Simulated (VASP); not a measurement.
**Ti: single point with PBEsol**

Ti:

```xyz
3
Lattice="4.5153 0.0000 0.0000 -2.2576 3.9104 0.0000 0.0000 0.0000 2.7988" Properties=species:S:1:pos:R:3 pbc="T T T"
Ti   -0.1000   -0.2000    0.0000
Ti    0.0000    2.6069    1.3994
Ti    2.2576    1.3035    1.3994
```

This cell differs from its parent crystal: atom 1 (Ti) moved by (-0.100, -0.200) A along x and y.

```json
{
 "Program": "VASP 6.6.1",
 "Task": "single point",
 "Functional": "PBEsol",
 "Potentials or basis": "VASP PAW PBE potentials, release 64 (Ti_sv)",
 "Cutoff": "520 eV",
 "k mesh": "12 × 12 × 18",
 "Occupations": "gaussian, width 0.15 eV",
 "Spin": "no spin polarisation"
}
```

The pressure is 1.1 GPa and the largest force is 0.972 eV/Å. The band gap on the k mesh is zero (bands 18 and 19 overlap by 0.33 eV).

Forces on the atoms (eV/Å):
```
Ti   0.434  0.870  0.000
Ti  -0.351 -0.333  0.000
Ti  -0.082 -0.537  0.000
```

Stress tensor (GPa, compression positive):
```
 1.30  0.47  0.00
 0.47  2.05  0.00
 0.00  0.00 -0.08
```

Levels at points of the mesh, in eV from the Fermi level:
| k point | band 14 | band 15 | band 16 | band 17 | band 18 | band 19 | band 20 | band 21 | band 22 | band 23 |
| --- | --- | --- | --- | --- | --- | --- | --- | --- | --- | --- |
| (0.00, 0.00, 0.00) | -2.12 | -0.82 | -0.80 | -0.54 | -0.53 | 0.03 | 0.86 | 1.34 | 1.47 | 1.57 |
| (0.50, 0.00, 0.00) | -3.55 | -2.71 | -0.77 | -0.54 | -0.21 | 0.29 | 0.68 | 1.00 | 1.25 | 1.85 |
| (0.00, 0.50, 0.00) | -3.55 | -2.70 | -0.77 | -0.58 | -0.19 | 0.33 | 0.67 | 1.00 | 1.26 | 1.83 |
| (0.50, 0.50, 0.00) | -3.57 | -2.73 | -0.73 | -0.42 | -0.25 | 0.12 | 0.60 | 1.00 | 1.25 | 2.02 |
| (0.00, 0.00, 0.50) | -2.21 | -2.19 | -1.70 | -1.68 | -1.65 | 1.10 | 1.11 | 1.28 | 1.29 | 3.03 |
| (0.50, 0.00, 0.50) | -2.18 | -1.82 | -1.24 | -0.71 | -0.60 | 0.43 | 0.89 | 0.97 | 1.06 | 2.37 |
| (0.00, 0.50, 0.50) | -2.18 | -1.83 | -1.22 | -0.71 | -0.61 | 0.45 | 0.88 | 0.97 | 1.03 | 2.38 |
| (0.50, 0.50, 0.50) | -2.19 | -1.81 | -1.37 | -0.71 | -0.57 | 0.33 | 0.98 | 1.02 | 1.25 | 2.30 |

Wall time 68 min on 1 thread of Intel(R) Xeon(R) Platinum 8488C (Sapphire Rapids), on a shared host, peak memory 0.74 GiB.

Caveat: the cell differs from its parent crystal (atom 1 (Ti) moved by (-0.100, -0.200) A along x and y); the PAW data sets were made with another functional, which shifts forces and pressure a little.
